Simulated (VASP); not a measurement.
**MnO: single point with PBEsol**

Crystal: MnO.

```xyz
2
Lattice="3.1451 0.0000 0.0000 1.5725 2.7237 0.0000 1.5725 0.9079 2.5679" Properties=species:S:1:pos:R:3 pbc="T T T"
Mn    0.0000    0.0000    0.0000
O     3.1451    1.8158    1.2840
```

```yaml
Program: VASP 6.6.1
Task: single point
Functional: PBEsol
Potentials_or_basis: VASP PAW PBE potentials, release 64 (Mn_pv, O)
Cutoff: 520 eV
k_mesh: 10 × 10 × 10
Occupations: gaussian, width 0.1 eV
Spin: collinear spin, ferromagnetic start
Starting_moments: "[4.0, 0.0] μB"
Dipole_correction: no
Further_INCAR_settings: ALGO = Normal; EDIFF = 1e-06; NBANDS = 20
```

```json
{
 "Pressure": "-6.8 GPa",
 "Net moment": "4.78 μB per cell",
 "Site moments": "Mn +4.33; O +0.20 μB",
 "Valence electrons inside the program's atomic spheres": "Mn 11.36; O 4.95"
}
```

Levels at points of the mesh, in eV from the Fermi level:
Spin up:
```csv
k point,band 10,band 11,band 12,band 13,band 14,band 15
"(0.00, 0.00, 0.00)",-3.21,-2.69,-2.69,-0.61,13.76,16.16
"(0.50, 0.00, 0.00)",-1.87,0.22,0.22,3.33,7.65,11.71
"(0.50, 0.50, 0.00)",-2.02,-2.02,-1.90,4.90,7.71,10.26
```
Spin down:
| k point | band 4 | band 5 | band 6 | band 7 | band 8 | band 9 | band 10 | band 11 |
| --- | --- | --- | --- | --- | --- | --- | --- | --- |
| (0.00, 0.00, 0.00) | -19.74 | -3.34 | -3.34 | -3.34 | 0.69 | 0.71 | 0.71 | 0.71 |
| (0.50, 0.00, 0.00) | -18.76 | -7.40 | -4.84 | -4.84 | 1.91 | 1.95 | 1.95 | 3.64 |
| (0.50, 0.50, 0.00) | -18.79 | -6.44 | -4.33 | -4.33 | -0.89 | 1.94 | 2.15 | 2.39 |

Wall time 20 s on 1 thread of Intel Xeon 6975P-C, with other jobs on the host, peak memory 0.16 GiB.

Caveat: the PAW data sets were made with another functional, which shifts forces and pressure a little; a cell with one magnetic atom can't hold antiferromagnetic order, which such compounds often take; semilocal functionals often make such compounds metallic where correlation or magnetic order opens a gap, which also shifts bond lengths. With open d or f shells a metallic result of PBEsol can be an artefact of self-interaction; +U or a hybrid may open a gap.
